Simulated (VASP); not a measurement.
Here is a VASP 6.6.1 calculation.

File INCAR:

```
  ALGO = Normal
  EDIFF = 1E-6
  ENCUT = 520
  GGA = PE
  ISIF = 2
  ISMEAR = 0
  LASPH = True
  LCHARG = False
  LREAL = False
  LWAVE = False
  NBANDS = 12
  NELM = 100
  PREC = Accurate
  SIGMA = 0.01
```

The input KPOINTS:

```
k-points
0
Gamma
  6 6 6
```

POSCAR

```
LiCl
1.0
    3.2711235786      0.0000000000      0.0000000000
    0.0000000000      3.2711235786      0.0000000000
    0.0000000000      0.0000000000      3.2711235786
Li Cl
1 1
Direct
    0.0000000000      0.0000000000      0.0000000000
    0.5000000000      0.5000000000      0.5000000000
```

Potentials or basis: VASP PAW PBE potentials, release 64 (Li_sv, Cl).

Launch:

```sh
$ cat potpaw_PBE.64/Li_sv/POTCAR potpaw_PBE.64/Cl/POTCAR > POTCAR
$ mpirun -np 1 vasp_std > vasp.out
```

Q: Estimate the band gap on the k mesh.

A: 4.43 eV, indirect (least direct gap 5.22 eV).

 A k mesh can miss the band edges.
